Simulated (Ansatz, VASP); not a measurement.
**One calculation of Cu, two programs**

File INCAR:

```
PREC = Accurate
ENCUT = 520
EDIFF = 1E-6
ISMEAR = 0
SIGMA = 0.15
LREAL = F
LASPH = T
NELM = 60
ALGO = Fast
ISIF = 2
LWAVE = F
LCHARG = F
GGA = PE
NBANDS = 12
```

The input KPOINTS:

```
regular mesh
0
Gamma
  30 30 30
```

Contents of POSCAR:

```
Cu
1.0
   -1.4681525919      1.4681525919      1.3795566845
    1.4681525919     -1.4681525919      1.3795566845
    1.4829078943      1.4829078943     -1.3795566845
Cu
1
Direct
    0.0000000000      0.0000000000      0.0000000000
```

Input for Ansatz:

```yaml
crystal:
  lattice:
    - [-1.4681525919, 1.4681525919, 1.3795566845]
    - [1.4681525919, -1.4681525919, 1.3795566845]
    - [1.4829078943, 1.4829078943, -1.3795566845]
  atoms:
    - { symbol: Cu, position: [0.0, 0.0, 0.0] }
basis:
  ecutwfc: 420
kpoints:
  mp_grid: { grid: [30, 30, 30] }
hamiltonian:
  xc: pbe
scf:
  occupations: { method: gaussian, width: 0.15 }
output:
  forces: true
  stress: true
  eigenvalues: true
```

Change from the starting cell: strain +0.0100 x Voigt [0, 0, 0, 0, 0, 1], atoms carried along.

Alike in both runs: task single point; functional PBE; k mesh 30 × 30 × 30; occupations gaussian, width 0.15 eV; no spin polarisation.

```csv
,VASP,Ansatz
version,VASP 6.6.1,Ansatz 0.2.0
potentials or method,"VASP PAW PBE potentials, release 64 (Cu), cutoff 520 eV","scalar-relativistic, plane waves, PAW"
valence electrons in the cell,11,19
```

Ansatz gave:

| Quantity | Value |
| --- | --- |
| gap on the k mesh at the Fermi level (eV) | none |
| pressure (GPa) | 0.0 |
| traceless stress, the component that is largest in VASP (GPa) | -1.02 |

Task: What did VASP give for the same quantities?

Result: gap on the k mesh at the Fermi level (eV): none; pressure (GPa): 0.6; traceless stress, the component that is largest in VASP (GPa): -1.01.

A gap of «none» marks a metal or a gap that the smearing closes. With one functional, cell and mesh, what is left measures potentials, basis and numerics. VASP's potentials hold 11 valence electrons a cell and Ansatz's 19, so a difference there can come from the potentials and not from the codes.
